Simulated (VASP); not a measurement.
Wanted: the native input for a VASP 6.6.1 run.

- Task: single point
- Functional: PBE
- Dispersion: D3(BJ)
- Potentials or basis: VASP PAW PBE potentials, release 64 (H, Si, S)
- Cutoff: 400 eV
- k mesh: 2 × 2 × 1
- Occupations: gaussian, width 0.02 eV
- Spin: no spin polarisation
- Dipole correction: no
- Further INCAR settings: LREAL = Auto; ALGO = Normal; EDIFF = 1e-06; NBANDS = 69; NELMDL = -8

The structure of Si20H10S lies in POSCAR:

```
Si20H10S
1.0
    7.6791800000      0.0000000000      0.0000000000
    0.0000000000      7.6791800000      0.0000000000
    0.0000000000      0.0000000000     18.2555000000
H Si S
10 20 1
Direct
    0.4093920184      0.0000000000      0.0547780121
    0.0906079816      0.0000000000      0.0547780121
    0.9093920184      0.0000000000      0.0547780121
    0.5906079816      0.0000000000      0.0547780121
    0.4093920184      0.5000000000      0.0547780121
    0.0906079816      0.5000000000      0.0547780121
    0.9093920184      0.5000000000      0.0547780121
    0.5906079816      0.5000000000      0.0547780121
    0.4895564370      1.1288852456      0.3975271562
    0.4247517313      0.9617519058      0.4964060694
    0.2500000000      0.0000000000      0.1021883816
    0.7500000000      0.0000000000      0.1021883816
    0.2500000000      0.5000000000      0.1021883816
    0.7500000000      0.5000000000      0.1021883816
    0.2472628588      0.2506180347      0.1731136370
    0.7508861623      0.2503017249      0.1732154693
    0.2496662404      0.7500729245      0.1793427734
    0.7507438294      0.7487653630      0.1780658432
   -0.0004056423      0.2449214630      0.2458628906
    0.4981701171      0.2511015499      0.2436880392
   -0.0017806589      0.7510525863      0.2547126072
    0.5020360247      0.7473861793      0.2554879351
   -0.0151039564      0.0075178600      0.3248540988
    0.5160625223      0.0150487422      0.3214562187
   -0.0003773840      0.4929483356      0.3261915587
    0.4982568451      0.4900916504      0.3267595519
    0.2483554234      0.0747676184      0.3812615376
    0.7525649874      0.0628628317      0.4094209416
    0.2480479687      0.3865657531      0.3816076251
    0.7502920885      0.3594566086      0.3698412533
    0.2514573171      0.9360869259      0.4845237326
```

The input as run:

INCAR

```
SYSTEM = Si20H10S
  ALGO = Normal
  EDIFF = 1E-6
  ENCUT = 400
  GGA = PE
  GGA_COMPAT = .FALSE.
  ISIF = 2
  ISMEAR = 0
  IVDW = 12
  LASPH = .TRUE.
  LCHARG = .TRUE.
  LELF = .TRUE.
  LREAL = Auto
  LVHAR = .TRUE.
  LWAVE = .FALSE.
  NBANDS = 69
  NELM = 120
  NELMDL = -8
  PREC = Accurate
  SIGMA = 0.02
```

KPOINTS

```
k-points
0
G
  2 2 1
  0 0 0
```

Potentials or basis: VASP PAW PBE potentials, release 64 (H, Si, S).

The run is started by

```bash
$ cat potpaw_PBE.64/H/POTCAR potpaw_PBE.64/Si/POTCAR potpaw_PBE.64/S/POTCAR > POTCAR
$ mpirun -np 1 vasp_std > vasp.out
```

It gave:

```json
{"Largest force": "0.631 eV/Å", "Band gap on the k mesh": "zero (bands 48 and 49 overlap by 0.49 eV)", "Dispersion energy per atom": "-0.174 eV"}
```

Caveat: the k points lie up to 0.41 Å⁻¹ apart.

It took 17 min on 1 thread of Intel Xeon 8259CL (shared host), peak memory 0.7 GiB.
